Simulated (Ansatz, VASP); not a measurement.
**CrF in VASP and in Ansatz**

```
Cr F
1.0
     3.00989    0.00000    0.00000
     0.00000    3.00989    0.00000
     0.00000    0.00000    3.02617
Cr F
1 1
Direct
  0.50000 0.50000 0.50000
  0.00000 0.00000 0.00000
```

Alike in both runs: functional PBE; k mesh 6 × 6 × 6; occupations gaussian, width 0.1 eV; collinear spin.

Ansatz relaxed the structure, and its values are those at the end. VASP's run is a single point on that final structure, the one shown.

|  | VASP | Ansatz |
| --- | --- | --- |
| version | VASP 6.6.1 | Ansatz 0.2.0 |
| potentials or method | VASP PAW PBE potentials, release 64 (Cr_pv, F), cutoff 520 eV | scalar-relativistic, plane waves, PAW |
| valence electrons in the cell | 19 | 21 |

```csv
,VASP,Ansatz,Ansatz less VASP
gap on the k mesh at the Fermi level (eV),none,none,-
pressure (GPa),0.0,0.2,+0.17
net moment per atom (μB),2.47,2.47,0.000
size of the moment on the site where the two differ most (μB),4.29,4.12,-0.173
```

Site moments also hang on the region over which each program counts them. A gap of «none» marks a metal or a gap that the smearing closes. VASP's potentials hold 19 valence electrons a cell and Ansatz's 21, so a difference there can come from the potentials and not from the codes.
